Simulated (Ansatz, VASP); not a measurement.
# ScAl: VASP beside Ansatz

File INCAR:

```
  PREC = Accurate
  ENCUT = 520
  EDIFF = 1E-7
  ISMEAR = 0
  SIGMA = 0.1
  LREAL = F
  LASPH = T
  NELM = 100
  ALGO = Fast
  ISIF = 2
  LWAVE = F
  LCHARG = F
  GGA = PS
  NBANDS = 14
```

KPOINTS

```
regular mesh
0
Gamma
  18 18 18
```

Contents of POSCAR:

```
ScAl
1.0
    3.3703489700      0.0000000000      0.0000000000
    0.0000000000      3.3703489700      0.0000000000
    0.0000000000      0.0000000000      3.3703489700
Sc Al
1 1
Direct
    0.5000000000      0.5000000000      0.5000000000
    0.0000000000      0.0000000000      0.0000000000
```

Input for Ansatz:

```yaml
crystal:
  lattice:
    - [3.37034897, 0.0, 0.0]
    - [0.0, 3.37034897, 0.0]
    - [0.0, 0.0, 3.37034897]
  atoms:
    - { symbol: Sc, position: [0.5, 0.5, 0.5] }
    - { symbol: Al, position: [0.0, 0.0, 0.0] }
basis:
  ecutwfc: 420
kpoints:
  mp_grid: { grid: [18, 18, 18] }
hamiltonian:
  xc: pbesol
scf:
  occupations: { method: gaussian, width: 0.1 }
output:
  forces: true
  stress: true
  eigenvalues: true
```

Alike in both runs: task single point; functional PBEsol; k mesh 18 × 18 × 18; occupations gaussian, width 0.1 eV; no spin polarisation.

```csv
,VASP,Ansatz
version,VASP 6.6.1,Ansatz 0.2.0
potentials or method,"VASP PAW PBE potentials, release 64 (Sc_sv, Al), cutoff 520 eV","scalar-relativistic, plane waves, PAW"
valence electrons in the cell,14,14
```

```csv
,VASP,Ansatz,Ansatz less VASP
gap on the k mesh at the Fermi level (eV),none,none,-
pressure (GPa),-1.6,-1.8,-0.15
```

VASP's potentials were made for PBE, not for PBEsol. A gap of «none» marks a metal or a gap that the smearing closes.
